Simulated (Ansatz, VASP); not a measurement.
Two plane-wave programs on Al

```
Al
1.0
     0.00000    1.99179    1.99179
     1.99179    0.00000    1.99179
     1.99179    1.99179    0.00000
Al
1
Direct
  0.00000 0.00000 0.00000
```

Alike in both runs: functional PBEsol; dispersion D4; k mesh 18 × 18 × 18; occupations gaussian, width 0.1 eV; no spin polarisation.

Ansatz relaxed the structure, and its values are those at the end. VASP's run is a single point on that final structure, the one shown.

|  | VASP | Ansatz |
| --- | --- | --- |
| version | VASP 6.6.1 | Ansatz 0.2.0 |
| potentials or method | VASP PAW PBE potentials, release 64 (Al), cutoff 500 eV | scalar-relativistic, plane waves, PAW |
| valence electrons in the cell | 3 | 3 |

VASP gave:

| Quantity | Value |
| --- | --- |
| gap on the k mesh at the Fermi level (eV) | none |
| pressure (GPa) | 0.1 |

**Question.** Which values does Ansatz return?

**Answer.** gap on the k mesh at the Fermi level (eV): none; pressure (GPa): 0.0.

VASP's potentials were made for PBE, not for PBEsol, and Ansatz warns of the same on its side. A gap of «none» marks a metal or a gap that the smearing closes.
